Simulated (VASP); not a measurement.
Input of a VASP 6.6.1 run:

The input INCAR:

```
PREC = Accurate
ENCUT = 520
EDIFF = 1E-6
ISMEAR = 0
SIGMA = 0.1
LREAL = F
LASPH = T
NELM = 100
ALGO = Normal
ISIF = 2
LWAVE = F
LCHARG = F
GGA = PE
NBANDS = 24
```

Contents of KPOINTS:

```
Automatic mesh
0
Gamma
  4 4 6
```

File POSCAR:

```
Sb
1.0
    7.9914886216      0.0000000000      0.0000000000
    0.0000000000      7.9914886216      0.0000000000
    0.0000000000      0.0000000000      3.0700548271
Sb
6
Direct
    0.5000000000      0.5000000000      0.0000000000
    0.0000000000      0.0000000000      0.0000000000
    0.8675620372      0.6324379628      0.0000000000
    0.1324379628      0.3675620372      0.0000000000
    0.6324379628      0.1324379628      0.0000000000
    0.3675620372      0.8675620372      0.0000000000
```

Potentials or basis: VASP PAW PBE potentials, release 64 (Sb).

The run is started by

```sh
$ cat potpaw_PBE.64/Sb/POTCAR > POTCAR
$ mpirun -np 1 vasp_std > vasp.out
```

Question: Estimate the pressure.

Answer: 0.3 GPa.

Question: Predict the largest force.

Answer: 0.044 eV/Å.

Question: Predict the band gap on the k mesh.

Answer: Zero (bands 15 and 16 overlap by 3.59 eV).

Forces in eV/Å, atoms in the order of the input:
```
Sb   0.000  0.000  0.000
Sb   0.000  0.000  0.000
Sb   0.031 -0.031  0.000
Sb  -0.031  0.031  0.000
Sb  -0.031 -0.031  0.000
Sb   0.031  0.031  0.000
```

Caveat: spin-orbit coupling is left out, which moves the levels of the heavy elements.
